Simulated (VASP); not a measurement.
Runs of VASP 6.6.1 on RbCl. It takes space group Fm-3m (No. 225, cubic). Conventional cell: a = 6.612 Å, b = 6.612 Å, c = 6.612 Å, α = 90.00°, β = 90.00°, γ = 90.00°. Within 4.3 Å of Rb (site symmetry m-3m) lie 6 Cl at 3.31 Å. Within 4.3 Å of Cl (site symmetry m-3m) lie 6 Rb at 3.31 Å. 

```tsv
level	k mesh	cutoff (eV)	grid for exact exchange (PRECFOCK)	screening parameter	gap on the mesh (eV)	pressure (GPa)
PBE	8 × 8 × 8	500	-	-	4.95	0.6
PBE	4 × 4 × 4	500	-	-	4.95	0.6
HSE06	4 × 4 × 4	400	Normal	0.2079 1/Å	6.25	0.3
PBE0	4 × 4 × 4	400	Normal	-	7.00	0.3
r2SCAN	4 × 4 × 4	550	-	-	(a)	0.0
```

Alike in all rows: task single point; potentials or basis VASP PAW PBE potentials, release 64 (Rb_sv, Cl); no spin polarisation; cell as given; smearing gaussian 0.01 eV.

Q: Fill in the values left out.

A: (a) 5.56.

Caveats: the PAW data sets were made with another functional, which shifts forces and pressure a little (some runs).

A k mesh can miss the band edges, and the runs leave out spin-orbit coupling on Rb.
